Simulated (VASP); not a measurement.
The system is GaAs.

```
Ga As
1.0
     0.00000    2.87190    2.80001
     2.87190    0.00000    2.80001
     2.87190    2.87190    0.00000
Ga As
1 1
Direct
  0.00000 0.00000 0.00000
  0.25000 0.25000 0.25000
```

This cell differs from its parent crystal: epitaxial xy strain +1.4%.

Program: VASP 6.6.1. Alike in all runs: task single point; potentials or basis VASP PAW PBE potentials, release 64 (Ga_d, As); no spin polarisation; cell as given; cutoff (eV) 520.

Q: Order these runs on this cell by their band gap on the k mesh, lowest first.
A. level PBE; k mesh 8 × 8 × 8; smearing fermi-dirac 0.02 eV
B. level r2SCAN; k mesh 8 × 8 × 8; smearing gaussian 0.01 eV
C. level HSE06; k mesh 6 × 6 × 6; smearing gaussian 0.01 eV; grid for exact exchange (PRECFOCK) Normal; share of exact exchange 0.25; screening parameter 0.2079 1/Å

A: A (0.26 eV), B (0.72 eV), C (1.13 eV).

A k mesh can miss the band edges.
